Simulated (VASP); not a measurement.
Input of a VASP 6.6.1 run:

The input INCAR:

```
SYSTEM = Si
PREC = Accurate
ENCUT = 500
EDIFF = 1E-7
ISMEAR = 0
SIGMA = 0.02
LREAL = .False.
LASPH = .True.
NELM = 120
ALGO = Normal
ISIF = 3
LWAVE = .False.
LCHARG = .False.
GGA = PS
IBRION = 2
NSW = 100
EDIFFG = -0.002
GGA_COMPAT = .False.
NELMIN = 4
```

KPOINTS

```
regular mesh
0
Gamma
  12 12 6
  0 0 0
```

File POSCAR:

```
Si
1.0
    3.8313174600      0.0000000000      0.0000000000
   -1.9156587300      3.3180182500      0.0000000000
    0.0000000000      0.0000000000      6.3326220000
Si
4
Direct
    0.3333333300      0.6666666700      0.0630095000
    0.6666666700      0.3333333300      0.5630095000
    0.3333333300      0.6666666700      0.4369905000
    0.6666666700      0.3333333300      0.9369905000
```

Potentials or basis: VASP PAW PBE potentials, release 64 (Si).

Command:

```bash
$ cat potpaw_PBE.64/Si/POTCAR > POTCAR
$ mpirun -np 1 vasp_std > vasp.out
```

Problem. Predict the relaxed cell.

Solution. a = 3.826 Å, b = 3.826 Å, c = 6.326 Å, α = 90.00°, β = 90.00°, γ = 120.00°.

Problem. Estimate the relaxed volume.

Solution. 20.05 Å³/atom.

The path:
| step | energy change (eV) | largest force (eV/Å) | pressure (GPa) | volume (Å³) |
| --- | --- | --- | --- | --- |
| 1 | 0.0000 | 0.0063 | -0.33 | 80.50 |
| 2 | -0.0002 | 0.0101 | 0.23 | 80.02 |
| 3 | -0.0003 | 0.0034 | 0.00 | 80.21 |
| 4 | -0.0003 | 0.0032 | 0.00 | 80.22 |
| 5 | -0.0003 | 0.0005 | 0.00 | 80.22 |

Caveat: the PAW data sets were made with another functional, which shifts forces and pressure a little.
